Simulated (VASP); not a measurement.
GeW:

```
Ge W
1.0
     0.00000    2.57761    2.57761
     2.57761    0.00000    2.57761
     2.57761    2.57761    0.00000
Ge W
1 1
Direct
  0.50000 0.50000 0.50000
  0.00000 0.00000 0.00000
```

| Property | Result |
| --- | --- |
| Program | VASP 6.6.1 |
| Task | relaxation of cell and atoms |
| Functional | BLYP |
| Dispersion | D3(BJ) |
| Potentials or basis | VASP PAW PBE potentials, release 64 (Ge_d, W_sv) |
| Cutoff | 600 eV |
| k mesh | 9 × 9 × 9 |
| Occupations | fermi-dirac, width 0.05 eV |
| Spin | no spin polarisation |

At the start: pressure -2.6 GPa; volume 17.13 Å³/atom.

Problem. Where does the relaxation end?

Solution. Over 3 steps the energy falls by 2.1 meV/atom and the volume is 16.87 Å³/atom (-1.5 %); space group Fm-3m (No. 225, to 0.05 Å).

Step by step:
```csv
step,energy change (eV),largest force (eV/Å),pressure (GPa),volume (Å³)
1,0.0000,0.0000,-2.57,34.25
2,0.0074,0.0000,4.58,32.91
3,-0.0042,0.0000,-0.01,33.74
```

Final structure:
```cif
data_structure
_symmetry_space_group_name_H-M 'P 1'
_symmetry_Int_Tables_number 1
_cell_length_a 3.6271
_cell_length_b 3.6271
_cell_length_c 3.6271
_cell_angle_alpha 60.000
_cell_angle_beta 60.000
_cell_angle_gamma 60.000
_cell_volume 33.74
loop_
_atom_site_label
_atom_site_type_symbol
_atom_site_fract_x
_atom_site_fract_y
_atom_site_fract_z
_atom_site_occupancy
Ge1 Ge 0.50000 0.50000 0.50000 1
W1 W 0.00000 0.00000 0.00000 1
```

Caveat: the PAW data sets were made with another functional, which shifts forces and pressure a little; pairwise dispersion overbinds metals, which lowers pressure and volume.
